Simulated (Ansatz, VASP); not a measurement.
## One calculation of MgO, two programs

The input POSCAR:

```
MgO
1.0
    3.4841042127      0.0000000000      0.0000000000
   -1.7420521064      3.0173227576      0.0000000000
    0.0000000000      0.0000000000      4.2694013476
Mg O
2 2
Direct
    0.6666666667      0.3333333333      0.7500000000
    0.3333333333      0.6666666667      0.2500000000
    0.6666666667      0.3333333333      0.2500000000
    0.3333333333      0.6666666667      0.7500000000
```

File INCAR.step1:

```
SYSTEM = MgO
PREC = Accurate
ENCUT = 520
ISMEAR = 0
SIGMA = 0.05
LREAL = .FALSE.
LASPH = .TRUE.
NELM = 60
NBANDS = 16
GGA = PE
ALGO = Normal
EDIFF = 1E-4
LWAVE = .TRUE.
LCHARG = .FALSE.
```

INCAR.step2

```
SYSTEM = MgO
PREC = Accurate
ENCUT = 520
EDIFF = 1E-7
ISMEAR = 0
SIGMA = 0.05
LREAL = .FALSE.
LASPH = .TRUE.
NELM = 60
ALGO = Normal
ISIF = 2
LWAVE = .FALSE.
LCHARG = .FALSE.
METAGGA = R2SCAN
LMIXTAU = .TRUE.
NBANDS = 16
ISTART = 1
```

Contents of KPOINTS:

```
Automatic mesh
0
G
  6 6 6
  0 0 0
```

Input for Ansatz:

```yaml
crystal:
  lattice:
    - [3.4841042127, 0.0, 0.0]
    - [-1.7420521064, 3.0173227576, 0.0]
    - [0.0, 0.0, 4.2694013476]
  atoms:
    - { symbol: Mg, position: [0.6666666667, 0.3333333333, 0.75] }
    - { symbol: Mg, position: [0.3333333333, 0.6666666667, 0.25] }
    - { symbol: O, position: [0.6666666667, 0.3333333333, 0.25] }
    - { symbol: O, position: [0.3333333333, 0.6666666667, 0.75] }
basis:
  ecutwfc: 500
kpoints:
  mp_grid: { grid: [6, 6, 6] }
hamiltonian:
  xc: r2scan
scf:
  occupations: { method: gaussian, width: 0.05 }
output:
  forces: true
  stress: true
  eigenvalues: true
```

Change from the starting cell: strain +0.0200 x Voigt [0, 0, 1, 0, 0, 0], atoms carried along.

Alike in both runs: task single point; functional r2SCAN; k mesh 6 × 6 × 6; occupations gaussian, width 0.05 eV; no spin polarisation.

|  | VASP | Ansatz |
| --- | --- | --- |
| version | VASP 6.6.1 | Ansatz 0.2.0 |
| potentials or method | VASP PAW PBE potentials, release 64 (Mg, O), cutoff 520 eV | scalar-relativistic, plane waves, PAW |
| valence electrons in the cell | 16 | 32 |

```tsv
	VASP	Ansatz	Ansatz less VASP
gap on the k mesh at the Fermi level (eV)	3.95	3.97	+0.015
least direct gap on the mesh (eV)	3.95	3.97	+0.015
pressure (GPa)	-3.4	-2.6	+0.79
traceless stress, the component that is largest in VASP (GPa)	-2.41	-2.24	+0.171
```

VASP's potentials were made for PBE, not for r2SCAN. VASP's potentials hold 16 valence electrons a cell and Ansatz's 32, so a difference there can come from the potentials and not from the codes.
